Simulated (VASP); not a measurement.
Write the native input for VASP 6.6.1 that does the following.

| Quantity | Value |
| --- | --- |
| Task | relaxation of cell and atoms |
| Functional | r2SCAN |
| Potentials or basis | VASP PAW PBE potentials, release 64 (Mg, O) |
| Cutoff | 600 eV |
| k mesh | 6 × 6 × 4 |
| Occupations | gaussian, width 0.1 eV |
| Spin | no spin polarisation |
| Dipole correction | no |
| Further INCAR settings | ALGO = Normal; EDIFF = 1e-07; IBRION = 2; EDIFFG = -0.05; NSW = 80; ISIF = 3 |

MgO:

```
Mg O
1.0
     3.75678    0.00000    0.00000
    -1.87839    3.25347    0.00000
     0.00000    0.00000    6.11735
Mg O
2 2
Direct
  0.33333 0.66667 0.99689
  0.66667 0.33333 0.49689
  0.33333 0.66667 0.37311
  0.66667 0.33333 0.87311
```

The input as run:

POSCAR

```
MgO
1.0
    3.7567823745      0.0000000000      0.0000000000
   -1.8783911873      3.2534689728      0.0000000000
    0.0000000000      0.0000000000      6.1173525397
Mg O
2 2
Direct
    0.3333333333      0.6666666667      0.9968935151
    0.6666666667      0.3333333333      0.4968935151
    0.3333333333      0.6666666667      0.3731064849
    0.6666666667      0.3333333333      0.8731064849
```

INCAR.step1

```
ALGO = Normal
EDIFF = 1E-4
ENCUT = 600
GGA = PE
ISMEAR = 0
LASPH = T
LCHARG = F
LREAL = F
LWAVE = T
NELM = 80
PREC = Accurate
SIGMA = 0.1
```

INCAR.step2

```
ALGO = Normal
EDIFF = 1E-7
EDIFFG = -0.05
ENCUT = 600
IBRION = 2
ISIF = 3
ISMEAR = 0
ISTART = 1
LASPH = T
LCHARG = F
LMIXTAU = T
LREAL = F
LWAVE = F
METAGGA = R2SCAN
NELM = 80
NSW = 80
PREC = Accurate
SIGMA = 0.1
```

KPOINTS

```
k-points
0
Gamma
  6 6 4
```

Potentials or basis: VASP PAW PBE potentials, release 64 (Mg, O).

The run is started by

```sh
$ cat potpaw_PBE.64/Mg/POTCAR potpaw_PBE.64/O/POTCAR > POTCAR
$ cp INCAR.step1 INCAR
$ mpirun -np 1 vasp_std > vasp.out
$ cp INCAR.step2 INCAR
$ mpirun -np 1 vasp_std > vasp.out
```

Results of the run:

The relaxed volume is 11.75 Å³/atom and the relaxed cell is a = 3.275 Å, b = 3.275 Å, c = 5.059 Å, α = 90.00°, β = 90.00°, γ = 120.00°. The space group after relaxing (to 0.1 Å) is P6_3mc (No. 186) and the energy gained by relaxing is 752.3 meV/atom. The ionic steps are 8, the pressure after relaxing is 0.0 GPa and the largest force after relaxing is 0.033 eV/Å. The band gap on the k mesh is 4.27 eV.

Caveat: the volume moved by over 15 % at a fixed basis, so the end points are rough; the PAW data sets were made with another functional, which shifts forces and pressure a little; the relaxation stopped at a loose force limit of 0.05 eV/Å, so its end isn't a converged minimum.

Wall time 5.2 min on 1 thread of Intel(R) Xeon(R) 6975P-C (Granite Rapids) (shared host), peak memory 0.24 GiB.
